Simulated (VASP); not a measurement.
Wanted: the native input for a VASP 6.6.1 run.

```yaml
Task: single point
Functional: PBE
Potentials_or_basis: VASP PAW PBE potentials, release 64 (W_sv, S)
Cutoff: 520 eV
k_mesh: 10 × 10 × 10
Occupations: fermi-dirac, width 0.15 eV
Spin: no spin polarisation
Dipole_correction: no
Further_INCAR_settings: ALGO = Normal; EDIFF = 1e-07; NBANDS = 24
```

The structure of WS3 lies in POSCAR:

```
WS3
1.0
    4.6860222176      0.0000000000      0.0000000000
    0.0000000000      4.6860222176      0.0000000000
    0.0000000000      0.0000000000      4.6860222176
W S
1 3
Direct
    0.0000000000      0.0000000000      0.0000000000
    0.0000000000      0.0000000000      0.5000000000
    0.0000000000      0.5000000000      0.0000000000
    0.5000000000      0.0000000000      0.0000000000
```

These files were run (other wordings do the same):

INCAR

```
  PREC = Accurate
  ENCUT = 520
  EDIFF = 1E-7
  ISMEAR = -1
  SIGMA = 0.15
  LREAL = False
  LASPH = True
  NELM = 80
  ALGO = Normal
  ISIF = 2
  LWAVE = False
  LCHARG = False
  GGA = PE
  NBANDS = 24
```

KPOINTS

```
Automatic mesh
0
Gamma
  10 10 10
```

Potentials or basis: VASP PAW PBE potentials, release 64 (W_sv, S).

Command:

```sh
$ cat potpaw_PBE.64/W_sv/POTCAR potpaw_PBE.64/S/POTCAR > POTCAR
$ mpirun -np 1 vasp_std > vasp.out
```

It gave:

| Item | Value |
| --- | --- |
| Pressure | 0.0 GPa |
| Band gap on the k mesh | zero (bands 16 and 17 overlap by 1.19 eV) |

Caveat: spin-orbit coupling is left out, which moves the levels of the heavy elements.

Run time: 110 s on 1 thread of Intel(R) Xeon(R) Platinum 8259CL CPU @ 2.50GHz (Skylake/Cascade Lake), on a shared host, peak memory 0.28 GiB.
